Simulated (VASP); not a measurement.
# GdO (F-43m) in VASP: a series of runs, part 2 of 2

VASP 6.6.1. Earlier steps stand in the parts before.

### 3 Single point, PBEsol, collinear spin, ferromagnetic start (20.19 Å³/atom)

This run uses another cell than the first one, of 20.19 Å³/atom.

INCAR

```
  PREC = Accurate
  ENCUT = 520
  EDIFF = 1E-7
  ISMEAR = -1
  SIGMA = 0.08
  LREAL = F
  LASPH = T
  NELM = 150
  ALGO = Normal
  ISIF = 2
  LWAVE = F
  LCHARG = F
  ISPIN = 2
  MAGMOM = 7 0
  LORBIT = 11
  LMAXMIX = 6
  GGA = PS
  NBANDS = 23
```

KPOINTS

```
regular mesh
0
Gamma
  13 13 13
```

POSCAR

```
GdO
1.0
    0.0000000000      2.7228301322      2.7228301322
    2.7228301322      0.0000000000      2.7228301322
    2.7228301322      2.7228301322      0.0000000000
Gd O
1 1
Direct
    0.0000000000      0.0000000000      0.0000000000
    0.7500000000      0.7500000000      0.7500000000
```

Potentials or basis: VASP PAW PBE potentials, release 64 (Gd, O).

Launch:

```
cat potpaw_PBE.64/Gd/POTCAR potpaw_PBE.64/O/POTCAR > POTCAR
mpirun -np 1 vasp_std > vasp.out
```

It took 8.9 min on 1 thread of Intel Xeon 8259CL, shared host; peak memory 0.29 GiB.

Results (log left out):

```yaml
Free_energy: -22.6774 eV
Pressure: -6.3 GPa
Net_moment: 7.48 μB per cell
Site_moments: Gd +6.84; O -0.03 μB
Valence_electrons_inside_the_program's_atomic_spheres: Gd 15.19; O 4.96
```

Levels at points of the mesh, in eV from the Fermi level:
Spin up:
| k point | band 12 | band 13 | band 14 | band 15 | band 16 | band 17 | band 18 | band 19 | band 20 | band 21 |
| --- | --- | --- | --- | --- | --- | --- | --- | --- | --- | --- |
| (0.00, 0.00, 0.00) | -4.64 | -4.51 | -4.51 | -4.51 | -2.20 | 2.51 | 2.51 | 4.43 | 4.43 | 4.43 |
Spin down:
```csv
k point,band 5,band 6,band 7,band 8,band 9,band 10,band 11,band 12
"(0.00, 0.00, 0.00)",-19.22,-5.46,-5.46,-5.46,-1.51,0.44,0.44,0.44
```

Caveat: the cell stands under tension; the PAW data sets were made with another functional, which shifts forces and pressure a little; spin-orbit coupling is left out, which moves the levels of the heavy elements; a cell with one magnetic atom can't hold antiferromagnetic order, which such compounds often take; semilocal functionals describe open f shells poorly, which spoils levels, moments and volumes. The state reached can hang on the start; a lower one may exist.

### 4 Single point, PBEsol, collinear spin, ferromagnetic start (20.77 Å³/atom)

This run uses another cell than the first one, of 20.77 Å³/atom.

INCAR

```
SYSTEM = GdO
PREC     = Accurate       ! precision mode
ENCUT    = 520            ! plane-wave cutoff, eV
EDIFF    = 1E-7           ! SCF threshold, eV
ISMEAR   = -1             ! smearing method
SIGMA    = 0.08           ! smearing width, eV
LREAL    = .False.        ! projectors in reciprocal space
LASPH    = .True.         ! aspherical terms in the spheres
NELM     = 150            ! most SCF steps
ALGO     = Normal         ! electronic algorithm
ISIF     = 2              ! what is computed and relaxed
LWAVE    = .False.        ! write WAVECAR
LCHARG   = .False.        ! write CHGCAR
ISPIN    = 2              ! spin polarisation
MAGMOM   = 7 0            ! initial moments
LORBIT   = 11             ! projections on sites
LMAXMIX  = 6              ! l up to which the mixer works
GGA      = PS             ! functional
NBANDS   = 23             ! bands
```

KPOINTS

```
Automatic mesh
0
Gamma
  13 13 13
  0 0 0
```

POSCAR

```
GdO
1.0
    0.0000000000      2.7490127974      2.7490127974
    2.7490127974      0.0000000000      2.7490127974
    2.7490127974      2.7490127974      0.0000000000
Gd O
1 1
Direct
    0.0000000000      0.0000000000      0.0000000000
    0.7500000000      0.7500000000      0.7500000000
```

Potentials or basis: VASP PAW PBE potentials, release 64 (Gd, O).

Launch:

```
cat potpaw_PBE.64/Gd/POTCAR potpaw_PBE.64/O/POTCAR > POTCAR
mpirun -np 1 vasp_std > vasp.out
```

OUTCAR:

```text
SYSTEM = GdO
   PREC = Accurate
   ENCUT = 520
   EDIFF = 1E-7
   ISMEAR = -1
   LREAL = .False.
   LASPH = .True.
   NELM = 150
   ISIF = 2
   ISPIN = 2
   LORBIT = 11
   GGA = PS

 ion  position               nearest neighbor table
   1  0.000  0.000  0.000-   2 2.38   2 2.38   2 2.38   2 2.38
   2  0.750  0.750  0.750-   1 2.38   1 2.38   1 2.38   1 2.38

  LATTYP: Found a face centered cubic cell.
 ALAT       =     5.4980255948
[... 1466 lines left out ...]
  external PRESSURE =     -83.3889219 kB  Pullay stress =       0.0000000 kB

 VOLUME and BASIS-vectors are now :
 -----------------------------------------------------------------------------
  energy-cutoff  :      520.00
  volume of cell :       41.55
      direct lattice vectors                 reciprocal lattice vectors
     0.000000000  2.749012797  2.749012797    -0.181883475  0.181883475  0.181883475
     2.749012797  0.000000000  2.749012797     0.181883475 -0.181883475  0.181883475
     2.749012797  2.749012797  0.000000000     0.181883475  0.181883475 -0.181883475

 POSITION                                       TOTAL-FORCE (eV/Angst)
 -----------------------------------------------------------------------------------
      0.00000      0.00000      0.00000        -0.000000     -0.000000     -0.000000
      4.12352      4.12352      4.12352         0.000000      0.000000      0.000000
 -----------------------------------------------------------------------------------
    total drift:                               -0.000000     -0.000000     -0.000000

  FREE ENERGIE OF THE ION-ELECTRON SYSTEM (eV)
  ---------------------------------------------------
  free  energy   TOTEN  =       -22.6244619866 eV

  energy  without entropy=      -22.5713920549  energy(sigma->0) =      -22.59792702

 total charge

# of ion       s       p       d       f       tot
--------------------------------------------------
    1        2.028   5.608   0.443   7.092  15.171
    2        1.562   3.385   0.000   0.000   4.947
--------------------------------------------------
tot          3.590   8.994   0.443   7.092  20.119

 magnetization (x)

# of ion       s       p       d       f       tot
--------------------------------------------------
    1        0.002  -0.051   0.165   6.720   6.835
    2        0.002  -0.031   0.000   0.000  -0.029
--------------------------------------------------
tot          0.003  -0.082   0.165   6.720   6.805
```

It took 8.3 min on 1 thread of Intel Xeon 8259CL, shared host; peak memory 0.29 GiB.

What came out:

```yaml
Free_energy: -22.6245 eV
Pressure: -8.3 GPa
Net_moment: 7.47 μB per cell
Site_moments: Gd +6.83; O -0.03 μB
Valence_electrons_inside_the_program's_atomic_spheres: Gd 15.17; O 4.95
```

Caveat: the cell stands under tension; the PAW data sets were made with another functional, which shifts forces and pressure a little; spin-orbit coupling is left out, which moves the levels of the heavy elements; a cell with one magnetic atom can't hold antiferromagnetic order, which such compounds often take; semilocal functionals describe open f shells poorly, which spoils levels, moments and volumes. With open d or f shells a metallic result of PBEsol can be an artefact of self-interaction; +U or a hybrid may open a gap.

### 5 Overview

```csv
cell,gap on the mesh (eV),pressure (GPa),moment (μB)
"a = 3.736 Å, angles 60.0°, 2 atoms",none,2.1,7.47
"a = 3.851 Å, angles 60.0°, 2 atoms",none,-6.3,7.48
"a = 3.888 Å, angles 60.0°, 2 atoms",none,-8.3,7.47
```

Alike in all rows: task single point; level PBEsol; potentials or basis VASP PAW PBE potentials, release 64 (Gd, O); spin collinear, ferromagnetic start; k mesh 13 × 13 × 13; cutoff (eV) 520; smearing fermi-dirac 0.08 eV.

Caveats: the PAW data sets were made with another functional, which shifts forces and pressure a little; spin-orbit coupling is left out, which moves the levels of the heavy elements; a cell with one magnetic atom can't hold antiferromagnetic order, which such compounds often take; semilocal functionals describe open f shells poorly, which spoils levels, moments and volumes; the cell stands under tension (at least some runs).

Absolute energies hang on the potentials; compare differences alone.
